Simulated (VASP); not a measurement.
Write the native input for VASP 6.6.1 that does the following.

```yaml
Task: single point
Functional: PBE
Potentials_or_basis: VASP PAW PBE potentials, release 64 (Rb_sv)
Cutoff: 520 eV
k_mesh: 11 × 11 × 11
Occupations: fermi-dirac, width 0.1 eV
Spin: no spin polarisation
Dipole_correction: no
Further_INCAR_settings: ALGO = Normal; EDIFF = 1e-06; NBANDS = 16
```

The structure of Rb lies in POSCAR:

```
Rb
1.0
   -3.5025122788      3.5025122788      1.9041676173
    3.5025122788     -3.5025122788      1.9041676173
    3.5025122788      3.5025122788     -1.9041676173
Rb
2
Direct
   -0.3750000000     -0.1250000000     -0.2500000000
    0.3750000000      0.1250000000      0.2500000000
```

The input as run:

INCAR

```
ALGO = Normal ; EDIFF = 1E-6
ENCUT = 520 ; GGA = PE
ISIF = 2 ; ISMEAR = -1
LASPH = True ; LCHARG = True
LELF = True ; LREAL = False
LVHAR = True ; LWAVE = False
NBANDS = 16 ; NELM = 80
PREC = Accurate ; SIGMA = 0.1
```

KPOINTS

```
k-points
0
Gamma
  11 11 11
```

Potentials or basis: VASP PAW PBE potentials, release 64 (Rb_sv).

Run with:

```console
$ cat potpaw_PBE.64/Rb_sv/POTCAR > POTCAR
$ mpirun -np 1 vasp_std > vasp.out
```

Results of the run:

```yaml
Pressure: 6.2 GPa
Band_gap_on_the_k_mesh: zero (bands 9 and 10 overlap by 1.47 eV)
```

Caveat: the cell stands under pressure.

Wall time 67 s on 1 thread of Intel(R) Xeon(R) 6975P-C (Granite Rapids) (shared host), peak memory 0.32 GiB.
